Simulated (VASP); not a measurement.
Runs of VASP 6.6.1 on Rh. The structure is that of space group Fm-3m (No. 225), or close to it. The cells are those of the table. 

```tsv
cell	gap on the mesh (eV)	pressure (GPa)
a = 2.746 Å, angles 60.0°, 1 atom	none	-24.1
a = 2.789 Å, angles 60.0°, 1 atom	none	-31.6
a = 2.644, b = 2.644, c = 2.540 Å, angles 61.3, 61.3, 57.4°, 1 atom	none	22.1
a = 2.701 Å, angles 60.0°, 1 atom	none	(b)
a = 2.655 Å, angles 60.0°, 1 atom	none	0.9
a = 2.505 Å, angles 60.0°, 1 atom	none	87.2
a = 2.606 Å, angles 60.0°, 1 atom	none	21.1
a = 2.557 Å, angles 60.0°, 1 atom	none	(a)
```

Alike in all rows: task single point; level LDA; potentials or basis VASP PAW LDA potentials, release 64 (Rh_pv); no spin polarisation; k mesh 22 × 22 × 22; cutoff (eV) 520; smearing gaussian 0.15 eV.

Problem. Fill in the values left out.

Solution. (a) 48.7; (b) -13.7.

Caveats: the cell stands under tension (at least some runs); the cell stands under pressure (at least some runs); the stress differs along the axes, from 5 to 31 GPa (at least some runs).

A k mesh can miss the band edges, and the runs leave out spin-orbit coupling on Rh.

A gap of «none» marks levels without a gap at the run's occupations.
